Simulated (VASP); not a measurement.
# Sb in VASP: a series of runs, part 2 of 2

VASP 6.6.1.

## Step 4: Single point, PBE (strained)

INCAR

```
SYSTEM = Sb
  PREC = Accurate
  ENCUT = 520
  EDIFF = 1E-6
  ISMEAR = 0
  SIGMA = 0.1
  LREAL = .False.
  LASPH = .True.
  NELM = 80
  ALGO = Normal
  ISIF = 2
  LWAVE = .False.
  LCHARG = .False.
  GGA = PE
  NBANDS = 12
```

KPOINTS

```
Automatic mesh
0
Gamma
  15 15 8
  0 0 0
```

POSCAR

```
Sb
1.0
    3.4625910045      0.0000000000      0.0000000000
   -1.7312955023      2.9986917728      0.0000000000
    0.0000000000      0.0000000000      5.6379674000
Sb
2
Direct
    0.3333333333      0.6666666667      0.2500000000
    0.6666666667      0.3333333333      0.7500000000
```

Potentials or basis: VASP PAW PBE potentials, release 64 (Sb).

Command:

```bash
cat potpaw_PBE.64/Sb/POTCAR > POTCAR
mpirun -np 1 vasp_std > vasp.out
```

OUTCAR:

```text
SYSTEM = Sb
   PREC = Accurate
   ENCUT = 520
   EDIFF = 1E-6
   ISMEAR = 0
   LREAL = .False.
   LASPH = .True.
   NELM = 80
   ISIF = 2
   GGA = PE

 ion  position               nearest neighbor table
   1  0.333  0.667  0.250-   2 3.46   2 3.46   2 3.46   2 3.46   2 3.46   2 3.46
   2  0.667  0.333  0.750-   1 3.46   1 3.46   1 3.46   1 3.46   1 3.46   1 3.46

  LATTYP: Found a hexagonal cell.
 ALAT       =     3.4625910045
 C/A-ratio  =     1.6282510388

  Lattice vectors:

 A1 = (   3.4625910045,   0.0000000000,   0.0000000000)
 A2 = (  -1.7312955023,   2.9986917728,   0.0000000000)
 A3 = (   0.0000000000,   0.0000000000,   5.6379674000)

Analysis of symmetry for initial positions (statically):
=====================================================================
 Subroutine PRICEL returns:
 Original cell was already a primitive cell.

 Routine SETGRP: Setting up the symmetry group for a
 hexagonal supercell.

 Subroutine GETGRP returns: Found 24 space group operations
 (whereof 12 operations were pure point group operations)
 out of a pool of 24 trial point group operations.

The static configuration has the point symmetry D_3d.
 The point group associated with its full space group is D_6h.

Analysis of symmetry for dynamics (positions and initial velocities):
=====================================================================
 Subroutine PRICEL returns:
 Original cell was already a primitive cell.

 Routine SETGRP: Setting up the symmetry group for a
 hexagonal supercell.

 Subroutine GETGRP returns: Found 24 space group operations
 (whereof 12 operations were pure point group operations)
 out of a pool of 24 trial point group operations.

The dynamic configuration has the point symmetry D_3d.
 The point group associated with its full space group is D_6h.

 Subroutine INISYM returns: Found 24 space group operations
 (whereof 12 operations are pure point group operations),
 and found     1 'primitive' translations

----------------------------------------------------------------------------------------

                                     Primitive cell

  volume of cell :      58.5404

  direct lattice vectors                    reciprocal lattice vectors
     3.462591005  0.000000000  0.000000000     0.288801074  0.166739378  0.000000000
    -1.731295502  2.998691773  0.000000000     0.000000000  0.333478755  0.000000000
     0.000000000  0.000000000  5.637967400     0.000000000  0.000000000  0.177368887

  length of vectors
     3.462591005  3.462591005  5.637967400     0.333478755  0.333478755  0.177368887

  position of ions in fractional coordinates (direct lattice)
     0.333333333  0.666666667  0.250000000
     0.666666667  0.333333333  0.750000000

  ion indices of the primitive-cell ions
   primitive index   ion index
                 1           1
                 2           2

----------------------------------------------------------------------------------------

 KPOINTS: Automatic mesh

Automatic generation of k-mesh.
 Grid dimensions read from file:
 generate k-points for:   15   15    8

 Generating k-lattice:

  Cartesian coordinates                     Fractional coordinates (reciprocal lattice)
     0.019253405  0.011115959  0.000000000     0.066666667  0.000000000  0.000000000
     0.000000000  0.022231917  0.000000000     0.000000000  0.066666667  0.000000000
     0.000000000  0.000000000  0.022171111     0.000000000  0.000000000  0.125000000

  Length of vectors
     0.022231917  0.022231917  0.022171111

  Shift w.r.t. Gamma in fractional coordinates (k-lattice)
     0.000000000  0.000000000  0.000000000

 Subroutine IBZKPT returns following result:
 ===========================================

 Found    135 irreducible k-points:

 Following reciprocal coordinates:
            Coordinates               Weight
  0.000000  0.000000  0.000000      1.000000
  0.066667  0.000000  0.000000      6.000000
  0.133333  0.000000  0.000000      6.000000
  0.200000  0.000000  0.000000      6.000000
  0.266667  0.000000  0.000000      6.000000
  0.333333  0.000000  0.000000      6.000000
[... 16 lines left out ...]
  0.333333  0.200000  0.000000     12.000000
  0.400000  0.200000  0.000000      6.000000
 [... further k-points ...]
   k-points           NKPTS =    135   k-points in BZ     NKDIM =    135   number of bands    NBANDS=     12
   number of dos      NEDOS =    301   number of ions     NIONS =      2
   total plane-waves  NPLWV =  32928
   dimension x,y,z NGX =    28 NGY =   28 NGZ =   42
   dimension x,y,z NGXF=    56 NGYF=   56 NGZF=   84
   ions per type =               2
   NGX,Y,Z   is equivalent  to a cutoff of  13.44, 13.44, 12.38 a.u.
   NGXF,Y,Z  is equivalent  to a cutoff of  26.89, 26.89, 24.77 a.u.
 SYSTEM =  Sb
   PREC   = accura    normal or accurate (medium, high low for compatibility)
   ISTART =      0    job   : 0-new  1-cont  2-samecut
   ICHARG =      2    charge: 1-file 2-atom 10-const
   ISPIN  =      1    spin polarized calculation?
   LNONCOLLINEAR =      F non collinear calculations
   LSORBIT =      F    spin-orbit coupling
   LASPH  =      T    aspherical Exc in radial PAW
   ENCUT  =  520.0 eV  38.22 Ry    6.18 a.u.   6.44  6.44 10.48*2*pi/ulx,y,z
   NELM   =     80;   NELMIN=  2; NELMDL= -5     # of ELM steps
   EDIFF  = 0.1E-05   stopping-criterion for ELM
   LREAL  =      F    real-space projection
   EDIFFG = 0.1E-04   stopping-criterion for IOM
   NSW    =      0    number of steps for IOM
   IBRION =     -1    ionic relax: 0-MD 1-quasi-New 2-CG
   NFREE  =      0    steps in history (QN), initial steepest desc. (CG)
   ISIF   =      2    stress and relaxation
   ISYM   =      2    0-nonsym 1-usesym 2-fastsym
   POTIM  = 0.5000    time-step for ionic-motion
   TEBEG  =    0.0;   TEEND  =   0.0 temperature during run
   PSTRESS=    0.0 pullay stress
   NELECT =      10.0000    total number of electrons
   NUPDOWN=      -1.0000    fix difference up-down
   EMIN   =  10.00;   EMAX   =-10.00  energy-range for DOS
   EFERMI =   0.00;   METHOD = LEGACY
   ISMEAR =     0;   SIGMA  =   0.10  broadening in eV -4-tet -1-fermi 0-gaus
   EFERMI_NEDOS =   21; number of points for ismear=-14 and -15
   IALGO  =     38    algorithm
   IMIX   =      4    mixing-type and parameters
     AMIX     =   0.40;   BMIX     =  1.00
     AMIX_MAG =   1.60;   BMIX_MAG =  1.00
  volume/ion in A,a.u.               =      29.27       197.53
  Fermi-wavevector in a.u.,A,eV,Ry     =   0.908356  1.716545 11.226323  0.825111
  Thomas-Fermi vector in A             =   2.032273
   LORBIT       =      0    0 simple, 1 ext, 2 COOP (PROOUT), +10 PAW based schemes
   GGA     = PE    functional components
   LHFCALC =     F    Hartree Fock is set to
   AEXX    =    0.0000 exact exchange contribution
   IVDW    =     0    specifies the selected vdW correction
   LEPSILON=     F    determine dielectric tensor
   LRPA    =     F    only Hartree local field effects (RPA)
 non-spin polarized calculation
 Gauss-broadening in eV      SIGMA  =   0.10
  energy-cutoff  :      520.00
  volume of cell :       58.54
 maximum number of plane-waves:      1596
 NGX is ok and might be reduce to    28
   NGX = 13   NGY = 13   NGZ = 21

 number of electron      10.0000000 magnetization

 number of electron       9.9999999 magnetization

 Free energy of the ion-electron system (eV)
  ---------------------------------------------------
  ext. energy  EPLUGINS =         0.00000000
  ---------------------------------------------------
  free energy    TOTEN  =        -7.68738858 eV

  energy without entropy =       -7.67898213  energy(sigma->0) =       -7.68318536

 E-fermi :   7.5234     XC(G=0):  -9.8708

 val. band max:        7.5217741199   @ k =   0.2667   0.2667   0.0000
 cond. band min:       7.5269695136   @ k =   0.4000   0.1333   0.2500
 fundamental gap:      0.0051953937
 Fermi energy:         7.5234361732

 k-point     1 :       0.0000    0.0000    0.0000
  band No.  band energies     occupation
      1      -4.8278      2.00000
      2      -1.4992      2.00000
      3       2.1820      2.00000
      4      10.6427      0.00000
      5      10.6427      0.00000
      6      12.0954      0.00000
      7      12.0954      0.00000
      8      12.3044      0.00000
      9      14.7488      0.00000
     10      16.2683      0.00000
     11      17.0549      0.00000
     12      17.0549      0.00000
[... 331 lines left out ...]
 k-point    24 :       0.4000    0.2000    0.0000
  band No.  band energies     occupation
      1      -1.2668      2.00000
      2      -0.3484      2.00000
      3       3.5729      2.00000
      4       5.1016      2.00000
      5       5.5956      2.00000
      6       5.9399      2.00000
      7       7.4428      1.74614
      8       8.0815      0.00000
      9      12.0249      0.00000
     10      15.5407      0.00000
     11      18.6279      0.00000
     12      18.8863      0.00000

 [... further k-points ...]
[... 5 lines left out ...]
  --------------------------------------------------------------------------------------
  -------------------------------------------------------------------------------------
  Total       -1.4144033     -1.4144033     -1.0763188      0.0000000      0.0000000     -0.0000000
  in kB      -38.7104525    -38.7104525    -29.4575020      0.0000000      0.0000000     -0.0000000
  external PRESSURE =     -35.6261356 kB  Pullay stress =       0.0000000 kB

 VOLUME and BASIS-vectors are now :
 -----------------------------------------------------------------------------
  energy-cutoff  :      520.00
  volume of cell :       58.54
      direct lattice vectors                 reciprocal lattice vectors
     3.462591005  0.000000000  0.000000000     0.288801074  0.166739378  0.000000000
    -1.731295502  2.998691773  0.000000000     0.000000000  0.333478755  0.000000000
     0.000000000  0.000000000  5.637967400     0.000000000  0.000000000  0.177368887

 POSITION                                       TOTAL-FORCE (eV/Angst)
 -----------------------------------------------------------------------------------
     -0.00000      1.99913      1.40949        -0.000000      0.000000      0.000000
      1.73130      0.99956      4.22848         0.000000     -0.000000      0.000000
 -----------------------------------------------------------------------------------
    total drift:                                0.000000     -0.000000      0.000000

  FREE ENERGIE OF THE ION-ELECTRON SYSTEM (eV)
  ---------------------------------------------------
  free  energy   TOTEN  =        -7.6873885844 eV

  energy  without entropy=       -7.6789821289  energy(sigma->0) =       -7.68318536
```

Wall time 60 s (1 thread of Intel Xeon 8259CL, shared host); peak memory 0.23 GiB.

Results:

| Quantity | Value |
| --- | --- |
| Free energy | -7.6874 eV |
| Pressure | -3.6 GPa |
| Band gap on the k mesh | zero (bands 5 and 6 overlap by 6.78 eV) |

Stress tensor (GPa, compression positive):
```
-3.87  0.00  0.00
 0.00 -3.87  0.00
 0.00  0.00 -2.95
```

Levels at points of the mesh, in eV from the Fermi level:
```csv
k point,band 2,band 3,band 4,band 5,band 6,band 7,band 8,band 9
"(0.00, 0.00, 0.00)",-9.02,-5.34,3.12,3.12,4.57,4.57,4.78,7.23
"(0.00, 0.00, 0.50)",-11.23,-0.85,-0.85,3.83,3.83,3.83,3.83,8.17
```

Caveat: the cell differs from its parent crystal (strained); the cell stands under tension; spin-orbit coupling is left out, which moves the levels of the heavy elements.

## Step 5: Single point, PBE (atoms moved at random and the cell strained at random)

INCAR

```
PREC = Accurate
ENCUT = 520
EDIFF = 1E-7
ISMEAR = 0
SIGMA = 0.1
LREAL = F
LASPH = T
NELM = 80
ALGO = Normal
ISIF = 2
LWAVE = F
LCHARG = T
GGA = PE
LELF = T
LVHAR = T
NBANDS = 12
```

KPOINTS

```
Automatic mesh
0
Gamma
  12 12 8
```

POSCAR

```
Sb
1.0
    3.5187859275      0.0331172718      0.0119262606
   -1.7307125651      3.0022648511     -0.0351395277
    0.0188682000     -0.0533000000      5.4619708000
Sb
2
Direct
    0.3496347804      0.6826830375      0.2547317073
    0.6503652196      0.3173169625      0.7452682927
```

Command:

```bash
cat potpaw_PBE.64/Sb/POTCAR > POTCAR
mpirun -np 1 vasp_std > vasp.out
```

It took 5.3 min on 1 thread of Intel Xeon 8259CL, shared host; peak memory 0.45 GiB.

It converged, with:

```yaml
Free_energy: -7.6887 eV
Pressure: -2.8 GPa
Largest_force: 0.026 eV/Å
Band_gap_on_the_k_mesh: zero (bands 5 and 6 overlap by 6.17 eV)
```

Forces in eV/Å, atoms in the order of the input:
```
Sb  -0.003  0.025 -0.008
Sb   0.003 -0.025  0.008
```

Stress tensor (GPa, compression positive):
```
-3.61 -0.01 -0.03
-0.01 -3.47  0.05
-0.03  0.05 -1.44
```

Levels at points of the mesh, in eV from the Fermi level:
```tsv
k point	band 3	band 4	band 5	band 6	band 7	band 8
(0.00, 0.00, 0.00)	-5.24	2.74	2.91	4.09	4.73	5.47
(0.50, 0.00, 0.00)	-4.10	-2.45	-2.35	0.29	0.33	3.54
(0.00, 0.50, 0.00)	-3.75	-2.65	-1.76	-0.29	-0.01	3.23
(0.50, 0.50, 0.00)	-3.91	-2.50	-2.02	-0.03	0.03	3.10
(0.00, 0.00, 0.50)	-0.43	-0.18	3.43	3.54	3.67	3.81
(0.50, 0.00, 0.50)	-4.86	-4.72	1.40	1.58	1.73	1.93
(0.00, 0.50, 0.50)	-4.94	-4.90	1.10	1.33	1.81	2.09
(0.50, 0.50, 0.50)	-4.93	-4.77	1.06	1.25	1.73	2.07
```

Caveat: the cell differs from its parent crystal (atoms moved at random and the cell strained at random); spin-orbit coupling is left out, which moves the levels of the heavy elements.

## Step 6: Summary

| cell | k mesh | gap on the mesh (eV) | pressure (GPa) | largest force (eV/Å) |
| --- | --- | --- | --- | --- |
| a = 3.232, b = 3.232, c = 5.593 Å, angles 90.0, 90.0, 120.0°, 2 atoms, atomic positions A | 15 × 15 × 8 | none | 6.1 | - |
| a = 3.446, b = 3.446, c = 5.532 Å, angles 90.0, 90.0, 120.0°, 2 atoms, atomic positions B | 12 × 12 × 8 | none | -1.9 | 0.07 |
| a = 3.463, b = 3.463, c = 5.638 Å, angles 90.0, 90.0, 120.0°, 2 atoms, atomic positions A | 15 × 15 × 8 | none | -3.6 | - |
| a = 3.519, b = 3.466, c = 5.462 Å, angles 91.2, 89.6, 119.4°, 2 atoms, atomic positions C | 12 × 12 × 8 | none | -2.8 | 0.03 |

Alike in all rows: task single point; level PBE; potentials or basis VASP PAW PBE potentials, release 64 (Sb); no spin polarisation; cutoff (eV) 520; smearing gaussian 0.1 eV.

Caveats: spin-orbit coupling is left out, which moves the levels of the heavy elements; the cell stands under pressure (at least some runs); the cell stands under tension (at least some runs).

Absolute energies hang on the potentials; compare differences alone.
